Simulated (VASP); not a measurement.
Ta:

```
Ta
1.0
     2.90037    0.00000    0.00000
    -1.45019    2.51180    0.00000
     0.00000    0.00000    5.16627
Ta
2
Direct
  0.66667 0.33333 0.75000
  0.33333 0.66667 0.25000
```

This isn't the form of Ta at room conditions, which is bcc.

* Program: VASP 6.6.1
* Task: relaxation of cell and atoms
* Functional: LDA
* Potentials or basis: VASP PAW LDA potentials, release 64 (Ta_sv_GW)
* Cutoff: 500 eV
* k mesh: 13 × 13 × 7
* Occupations: fermi-dirac, width 0.1 eV
* Spin: no spin polarisation

At the start: pressure -12.1 GPa; volume 18.82 Å³/atom.

Q: How do energy, volume and symmetry change on relaxing?

A: Over 7 steps the energy falls by 46.5 meV/atom and the volume is 17.66 Å³/atom (-6.2 %); space group P6_3/mmc (No. 194, to 0.1 Å) before and after.

The path:
```
step  energy change (eV)  largest force (eV/Å)  pressure (GPa)  volume (Å³)
   1              0.0000                0.0000          -12.14        37.64
   2              0.4860                0.0000           42.33        30.39
   3             -0.0928                0.0000           -0.76        35.43
   4             -0.0931                0.0000           -0.24        35.33
   5             -0.0931                0.0000            0.20        35.28
   6             -0.0930                0.0000           -0.38        35.37
   7             -0.0931                0.0000           -0.11        35.31
```

Final structure:
```
Ta
1.0
     2.83673    0.00000    0.00000
    -1.41836    2.45668    0.00000
     0.00000    0.00000    5.06701
Ta
2
Direct
  0.66667 0.33333 0.75000
  0.33333 0.66667 0.25000
```
